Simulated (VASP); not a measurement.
Here is a VASP 6.6.1 calculation.

INCAR

```
SYSTEM = ZnS
PREC = Accurate
ENCUT = 500
EDIFF = 1E-8
ISMEAR = 0
SIGMA = 0.01
LREAL = .FALSE.
LASPH = .TRUE.
NELM = 120
ALGO = Normal
ISIF = 2
LWAVE = .FALSE.
LCHARG = .FALSE.
GGA = PS
IBRION = 8
NSW = 1
GGA_COMPAT = .FALSE.
```

KPOINTS

```
Automatic mesh
0
G
  8 8 8
  0 0 0
```

POSCAR

```
ZnS
1.0
    2.5568124068      2.5568124068      0.0000000000
   -2.5568124068      2.5568124068      0.0000000000
    0.0000000000      2.5568124068      2.5568124068
Zn S
1 1
Direct
    0.7500000000      0.2500000000      0.5000000000
    0.0000000000      0.0000000000      0.0000000000
```

Potentials or basis: VASP PAW PBE potentials, release 64 (Zn, S).

Command:

```sh
$ cat potpaw_PBE.64/Zn/POTCAR potpaw_PBE.64/S/POTCAR > POTCAR
$ mpirun -np 1 vasp_std > vasp.out
```

Q: Predict the highest phonon frequency at Γ, LO-TO splitting left out.

A: 352 cm⁻¹.

Phonon frequencies in cm⁻¹ (negative: imaginary):
```csv
q point,frequencies
"(0.000, 0.000, 0.000)",0 0 0 352 352 352
```

Caveat: the cell wasn't relaxed at this level first, which shifts response properties.
